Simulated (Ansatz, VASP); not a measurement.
Se: VASP beside Ansatz

```
Se
1.0
     4.09729    0.00000    0.00000
    -2.04865    3.54836    0.00000
     0.00000    0.00000    4.26163
Se
2
Direct
  0.33333 0.66667 0.00000
  0.66667 0.33333 0.00000
```

Alike in both runs: task relaxation of cell and atoms; functional PBE; k mesh 6 × 6 × 4; occupations gaussian, width 0.1 eV; no spin polarisation.

|  | VASP | Ansatz |
| --- | --- | --- |
| version | VASP 6.6.1 | Ansatz 0.2.0 |
| potentials or method | VASP PAW PBE potentials, release 64 (Se), cutoff 600 eV | scalar-relativistic, plane waves, PAW |
| valence electrons in the cell | 12 | 32 |

```csv
,VASP,Ansatz,Ansatz less VASP
"gap on the k mesh at the Fermi level, each at its own relaxed structure (eV)",none,none,-
relaxed volume (Å³/atom),36.73,36.80,+0.069
relaxed length of the cell vector where the two differ most in proportion (Å),4.265,4.275,+0.0104
```

A gap of «none» marks a metal or a gap that the smearing closes. VASP's potentials hold 12 valence electrons a cell and Ansatz's 32, so a difference there can come from the potentials and not from the codes.

The k mesh is coarse, so the values compare programs but aren't converged. Noted on VASP's run: the volume moved by over 15 % at a fixed basis, so the end points are rough.
